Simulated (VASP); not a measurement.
# ZnH2 (P4/mmm) in VASP: relaxation of cell and atoms with PBE

Aim: the relaxation of cell and atoms of ZnH2 with PBE.

Everything below comes from runs of VASP 6.6.1. Logs are shortened: lines on timing, memory, paths and dates and some standing lists are left out, and cuts for length are marked.

### 1 The cell of the first run

Symmetry: P4/mmm, No. 123, tetragonal system. Conventional cell: a = 2.836 Å, b = 2.836 Å, c = 3.366 Å, α = 90.00°, β = 90.00°, γ = 90.00°. Zn (site symmetry 4/mmm) has 6 H at 1.68 to 2.01 Å within 2.2 Å. Within 2.7 Å of H (site symmetry 4/mmm) lie 4 Zn at 2.01 Å and 8 H at 2.62 Å. Within 2.2 Å of H (site symmetry 4/mmm) lie 2 Zn at 1.68 Å.

The cell was built from a structure type or drawn by symmetry, and may not be a known phase.

### 2 Relaxation of cell and atoms, PBE

INCAR reads:

```
SYSTEM = ZnH2
ALGO = Normal ; EDIFF = 1E-6
EDIFFG = -0.01 ; ENCUT = 600
GGA = PE ; IBRION = 2
ISIF = 3 ; ISMEAR = 0
LASPH = .TRUE. ; LCHARG = .FALSE.
LREAL = .FALSE. ; LWAVE = .FALSE.
NELM = 60 ; NSW = 100
PREC = Accurate ; SIGMA = 0.1
```

KPOINTS reads:

```
k-points
0
G
  16 16 14
  0 0 0
```

POSCAR reads:

```
ZnH2
1.0
    2.8356248572      0.0000000000      0.0000000000
    0.0000000000      2.8356248572      0.0000000000
    0.0000000000      0.0000000000      3.3660741261
Zn H
1 2
Direct
    0.5000000000      0.5000000000      0.0000000000
    0.0000000000      0.0000000000      0.0000000000
    0.5000000000      0.5000000000      0.5000000000
```

Potentials or basis: VASP PAW PBE potentials, release 64 (Zn, H).

Started as:

```bash
> cat potpaw_PBE.64/Zn/POTCAR potpaw_PBE.64/H/POTCAR > POTCAR
> mpirun -np 1 vasp_std > vasp.out
```

OUTCAR:

```text
SYSTEM = ZnH2
   EDIFF = 1E-6
   EDIFFG = -0.01
   ENCUT = 600
   GGA = PE
   IBRION = 2
   ISIF = 3
   ISMEAR = 0
   LASPH = .TRUE.
   LREAL = .FALSE.
   NELM = 60
   NSW = 100
   PREC = Accurate

 ion  position               nearest neighbor table
   1  0.500  0.500  0.000-   3 1.68   3 1.68
   2  0.000  0.000  0.000-
   3  0.500  0.500  0.500-   1 1.68   1 1.68

  LATTYP: Found a simple tetragonal cell.
 ALAT       =     2.8356248572
 C/A-ratio  =     1.1870660950

  Lattice vectors:

 A1 = (   2.8356248572,   0.0000000000,   0.0000000000)
 A2 = (   0.0000000000,   2.8356248572,   0.0000000000)
 A3 = (   0.0000000000,   0.0000000000,   3.3660741261)

Analysis of symmetry for initial positions (statically):
=====================================================================
 Subroutine PRICEL returns:
 Original cell was already a primitive cell.

 Routine SETGRP: Setting up the symmetry group for a
 simple tetragonal supercell.

 Subroutine GETGRP returns: Found 16 space group operations
 (whereof 16 operations were pure point group operations)
 out of a pool of 16 trial point group operations.

The static configuration has the point symmetry D_4h.

Analysis of symmetry for dynamics (positions and initial velocities):
=====================================================================
 Subroutine PRICEL returns:
 Original cell was already a primitive cell.

 Routine SETGRP: Setting up the symmetry group for a
 simple tetragonal supercell.

 Subroutine GETGRP returns: Found 16 space group operations
 (whereof 16 operations were pure point group operations)
 out of a pool of 16 trial point group operations.

The dynamic configuration has the point symmetry D_4h.

 Subroutine INISYM returns: Found 16 space group operations
 (whereof 16 operations are pure point group operations),
 and found     1 'primitive' translations

----------------------------------------------------------------------------------------

                                     Primitive cell

  volume of cell :      27.0658

  direct lattice vectors                    reciprocal lattice vectors
     2.835624857  0.000000000  0.000000000     0.352655958  0.000000000  0.000000000
     0.000000000  2.835624857  0.000000000     0.000000000  0.352655958  0.000000000
[... 91 lines left out ...]
   IBRION =      2    ionic relax: 0-MD 1-quasi-New 2-CG
   NFREE  =      1    steps in history (QN), initial steepest desc. (CG)
   ISIF   =      3    stress and relaxation
   ISYM   =      2    0-nonsym 1-usesym 2-fastsym
   POTIM  = 0.5000    time-step for ionic-motion
   TEBEG  =    0.0;   TEEND  =   0.0 temperature during run
   PSTRESS=    0.0 pullay stress
   NELECT =      14.0000    total number of electrons
   NUPDOWN=      -1.0000    fix difference up-down
   EMIN   =  10.00;   EMAX   =-10.00  energy-range for DOS
   EFERMI =   0.00;   METHOD = LEGACY
   ISMEAR =     0;   SIGMA  =   0.10  broadening in eV -4-tet -1-fermi 0-gaus
   EFERMI_NEDOS =   21; number of points for ismear=-14 and -15
   IALGO  =     38    algorithm
   IMIX   =      4    mixing-type and parameters
     AMIX     =   0.40;   BMIX     =  1.00
     AMIX_MAG =   1.60;   BMIX_MAG =  1.00
  volume/ion in A,a.u.               =       9.02        60.88
  Fermi-wavevector in a.u.,A,eV,Ry     =   1.314146  2.483377 23.497002  1.726981
  Thomas-Fermi vector in A             =   2.444420
   LORBIT       =      0    0 simple, 1 ext, 2 COOP (PROOUT), +10 PAW based schemes
   GGA     = PE    functional components
   LHFCALC =     F    Hartree Fock is set to
   AEXX    =    0.0000 exact exchange contribution
   IVDW    =     0    specifies the selected vdW correction
   LEPSILON=     F    determine dielectric tensor
   LRPA    =     F    only Hartree local field effects (RPA)
 conjugate gradient relaxation of ions
 non-spin polarized calculation
 Gauss-broadening in eV      SIGMA  =   0.10
  energy-cutoff  :      600.00
  volume of cell :       27.07
 maximum number of plane-waves:       921
 NGX is ok and might be reduce to    24
   NGX = 11   NGY = 11   NGZ = 13

 number of electron      13.9999997 magnetization

 Free energy of the ion-electron system (eV)
  ---------------------------------------------------
  ext. energy  EPLUGINS =         0.00000000
  ---------------------------------------------------
  free energy    TOTEN  =        -7.03061705 eV

  energy without entropy =       -7.02948144  energy(sigma->0) =       -7.03004924

 E-fermi :   0.8914     XC(G=0):  -9.8406

 val. band max:        0.7635323054   @ k =   0.1875   0.1875   0.0714
 cond. band min:       0.9038203729   @ k =   0.1875   0.1250   0.0714
 fundamental gap:      0.1402880675
 Fermi energy:         0.8913530951

 k-point     1 :       0.0000    0.0000    0.0000
  band No.  band energies     occupation
      1      -9.3440      2.00000
      2      -7.4010      2.00000
      3      -6.7726      2.00000
      4      -6.0663      2.00000
      5      -6.0663      2.00000
      6      -6.0557      2.00000
      7       2.0778      0.00000
      8       5.5466      0.00000
      9      10.4565      0.00000
     10      10.4565      0.00000
     11      11.9346      0.00000
[... 309 lines left out ...]
 k-point    24 :       0.5000    0.1250    0.0000
  band No.  band energies     occupation
      1      -7.4211      2.00000
      2      -6.6091      2.00000
      3      -6.5391      2.00000
      4      -6.3423      2.00000
      5      -6.0789      2.00000
      6      -4.1680      2.00000
      7      -3.7655      2.00000
      8       7.1401      0.00000
      9       8.4635      0.00000
     10       9.2715      0.00000
     11      12.7659      0.00000

 [... further k-points ...]
[... 5 lines left out ...]
  --------------------------------------------------------------------------------------
  -------------------------------------------------------------------------------------
  Total        0.0156772      0.0156772      0.0143987      0.0000000      0.0000000     -0.0000000
  in kB        0.9280214      0.9280214      0.8523379      0.0000000      0.0000000     -0.0000000
  external PRESSURE =       0.9027936 kB  Pullay stress =       0.0000000 kB

 VOLUME and BASIS-vectors are now :
 -----------------------------------------------------------------------------
  energy-cutoff  :      600.00
  volume of cell :       27.07
      direct lattice vectors                 reciprocal lattice vectors
     2.835624857  0.000000000  0.000000000     0.352655958  0.000000000  0.000000000
     0.000000000  2.835624857  0.000000000     0.000000000  0.352655958  0.000000000
     0.000000000  0.000000000  3.366074126     0.000000000  0.000000000  0.297081990

 POSITION                                       TOTAL-FORCE (eV/Angst)
 -----------------------------------------------------------------------------------
      1.41781      1.41781      0.00000         0.000000      0.000000      0.000000
      0.00000      0.00000      0.00000         0.000000      0.000000      0.000000
      1.41781      1.41781      1.68304         0.000000      0.000000      0.000000
 -----------------------------------------------------------------------------------
    total drift:                                0.000000     -0.000000     -0.000000

  FREE ENERGIE OF THE ION-ELECTRON SYSTEM (eV)
  ---------------------------------------------------
  free  energy   TOTEN  =        -7.0306170457 eV

  energy  without entropy=       -7.0294814426  energy(sigma->0) =       -7.03004924

 reached required accuracy - stopping structural energy minimisation
```

OSZICAR:

```text
N       E                     dE             d eps       ncg     rms          rms(c)
DAV:   1     0.421245481629E+02    0.42125E+02   -0.73616E+03  7926   0.175E+03
DAV:   2    -0.604619054034E+01   -0.48171E+02   -0.46426E+02  8072   0.238E+02
DAV:   3    -0.764353823906E+01   -0.15973E+01   -0.15932E+01  9146   0.450E+01
DAV:   4    -0.765094461505E+01   -0.74064E-02   -0.74056E-02  8492   0.327E+00
DAV:   5    -0.765095657802E+01   -0.11963E-04   -0.11963E-04  8885   0.125E-01    0.579E+00
DAV:   6    -0.712438483055E+01    0.52657E+00   -0.14232E+00  9687   0.373E+01    0.408E+00
DAV:   7    -0.703545160802E+01    0.88933E-01   -0.35147E-01  8718   0.683E+00    0.123E+00
DAV:   8    -0.702979170557E+01    0.56599E-02   -0.24105E-02  9794   0.191E+00    0.331E-01
DAV:   9    -0.703061219711E+01   -0.82049E-03   -0.26826E-03  8712   0.603E-01    0.447E-02
DAV:  10    -0.703060538376E+01    0.68133E-05   -0.28438E-04  9601   0.333E-01    0.159E-02
DAV:  11    -0.703061647218E+01   -0.11088E-04   -0.34410E-05  8956   0.917E-02    0.439E-03
DAV:  12    -0.703061704568E+01   -0.57350E-06   -0.32081E-06  8252   0.196E-02
   1 F= -.70306170E+01 E0= -.70300492E+01  d E =-.703062E+01
```

Wall time 32 s (1 thread of Intel Xeon Platinum 8559C (Emerald Rapids), shared host); peak memory 0.25 GiB.

What came out:

* Free energy: -7.0306 eV
* Pressure after relaxing: 0.1 GPa
* Band gap on the k mesh: zero (bands 7 and 8 overlap by 2.33 eV)

Final structure:
```
Zn H
1.0
     2.83562    0.00000    0.00000
     0.00000    2.83562    0.00000
     0.00000    0.00000    3.36607
Zn H
1 2
Direct
  0.50000 0.50000 0.00000
  0.00000 0.00000 0.00000
  0.50000 0.50000 0.50000
```

Caveat: the relaxation stopped at its first step, so nothing moved.
